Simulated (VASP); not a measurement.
Wanted: the native input for a VASP 6.6.1 run.

```yaml
Task: single point
Functional: LDA
Potentials_or_basis: VASP PAW LDA potentials, release 64 (Al, Cu)
Cutoff: 520 eV
k_mesh: 14 × 14 × 14
Occupations: gaussian, width 0.15 eV
Spin: no spin polarisation
Dipole_correction: no
Further_INCAR_settings: ALGO = Fast; EDIFF = 1e-07; NBANDS = 16
```

The structure of Al2Cu lies in POSCAR:

```
Al2Cu
1.0
   -1.9111328529      1.9111328529      2.9296000000
    1.9111328529     -1.9111328529      2.9296000000
    1.9111328529      1.9111328529     -2.9296000000
Al Cu
2 1
Direct
    0.7500000000      0.2500000000      0.5000000000
    0.2500000000      0.7500000000      0.5000000000
    0.5000000000      0.5000000000      0.0000000000
```

These files were run (other wordings do the same):

INCAR

```
PREC = Accurate ; ENCUT = 520
EDIFF = 1E-7 ; ISMEAR = 0
SIGMA = 0.15 ; LREAL = False
LASPH = True ; NELM = 80
ALGO = Fast ; ISIF = 2
LWAVE = False ; LCHARG = False
NBANDS = 16
```

KPOINTS

```
Automatic mesh
0
Gamma
  14 14 14
```

Potentials or basis: VASP PAW LDA potentials, release 64 (Al, Cu).

The run is started by

```console
$ cat potpaw_LDA.64/Al/POTCAR potpaw_LDA.64/Cu/POTCAR > POTCAR
$ mpirun -np 1 vasp_std > vasp.out
```

It gave:

| Quantity | Value |
| --- | --- |
| Pressure | 8.6 GPa |
| Band gap on the k mesh | zero (an odd number of electrons rules out a gap without spin polarisation) |

Caveat: the cell stands under pressure.

Run time: 3.7 min on 1 thread of AMD EPYC 7R13 Processor (Zen 3) (shared host), peak memory 0.24 GiB.
